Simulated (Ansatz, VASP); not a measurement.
**One calculation of TiO2, two programs**

INCAR

```
SYSTEM = TiO2
PREC     = Accurate       ! precision mode
ENCUT    = 520            ! plane-wave cutoff, eV
EDIFF    = 1E-7           ! SCF threshold, eV
ISMEAR   = 0              ! smearing method
SIGMA    = 0.05           ! smearing width, eV
LREAL    = .False.        ! projectors in reciprocal space
LASPH    = .True.         ! aspherical terms in the spheres
NELM     = 150            ! most SCF steps
ALGO     = Normal         ! electronic algorithm
ISIF     = 2              ! what is computed and relaxed
LWAVE    = .False.        ! write WAVECAR
LCHARG   = .False.        ! write CHGCAR
LMAXMIX  = 4              ! l up to which the mixer works
LDAU     = .True.         ! DFT+U
LDAUTYPE = 2            
LDAUL    = 2 -1           ! shell
LDAUU    = 4 0            ! U, eV
LDAUJ    = 0 0          
LDAUPRINT= 1            
GGA      = PE             ! functional
NBANDS   = 33             ! bands
```

File KPOINTS:

```
regular mesh
0
Gamma
  8 8 8
  0 0 0
```

The input POSCAR:

```
TiO2
1.0
   -1.9404500000      1.9404500000      4.6291000000
    1.9404500000     -1.9404500000      4.6291000000
    1.9404500000      1.9404500000     -4.6291000000
Ti O
2 4
Direct
    0.0000000000      0.0000000000      0.0000000000
    0.7500000000      0.2500000000      0.5000000000
    0.2052277854      0.2052277854      0.0000000000
    0.9552277854      0.4552277854      0.5000000000
    0.5447722146      0.0447722146      0.5000000000
    0.7947722146      0.7947722146      0.0000000000
```

Input for Ansatz:

```yaml
crystal:
  lattice:
    - [-1.94045, 1.94045, 4.6291]
    - [1.94045, -1.94045, 4.6291]
    - [1.94045, 1.94045, -4.6291]
  atoms:
    - { symbol: Ti, position: [0.0, 0.0, 0.0] }
    - { symbol: Ti, position: [0.75, 0.25, 0.5] }
    - { symbol: O, position: [0.2052277854, 0.2052277854, 0.0] }
    - { symbol: O, position: [0.9552277854, 0.4552277854, 0.5] }
    - { symbol: O, position: [0.5447722146, 0.0447722146, 0.5] }
    - { symbol: O, position: [0.7947722146, 0.7947722146, 0.0] }
basis:
  ecutwfc: 520.0
kpoints:
  mp_grid: { grid: [8, 8, 8] }
hamiltonian:
  xc: pbe
  pseudopotentials: { kind: paw, azcp: { folder: soft_1 } }
  hubbard: { sites: [{ species: Ti, l: d, u_eff: 4.0 }] }
scf:
  occupations: { method: gaussian, width: 0.05 }
output:
  forces: true
  stress: true
  eigenvalues: true
  write_density: true
  write_potential: true
  elf: true
  volumetric_format: npy
```

Alike in both runs: task single point; functional PBE; k mesh 8 × 8 × 8; occupations gaussian, width 0.05 eV; no spin polarisation; Hubbard terms Ti d U = 4.0 eV.

|  | VASP | Ansatz |
| --- | --- | --- |
| version | VASP 6.6.1 | Ansatz 0.2.0 |
| potentials or method | VASP PAW PBE potentials, release 64 (Ti_sv, O), cutoff 520 eV | scalar-relativistic, plane waves, PAW |
| valence electrons in the cell | 48 | 48 |

|  | VASP | Ansatz | Ansatz less VASP |
| --- | --- | --- | --- |
| gap on the k mesh at the Fermi level (eV) | 2.76 | 2.78 | +0.014 |
| least direct gap on the mesh (eV) | 3.01 | 3.01 | +0.001 |
| pressure (GPa) | 11.6 | 7.1 | -4.49 |
| traceless stress, the component that is largest in VASP (GPa) | 15.06 | 14.09 | -0.966 |
| rms of the force components (eV/Å) | 0.697 | 0.567 | -0.1297 |

The programs project onto different local orbitals, so the same U acts differently, and such runs can settle in different states. Atom by atom the forces differ by 0.130 eV/Å (rms over components).
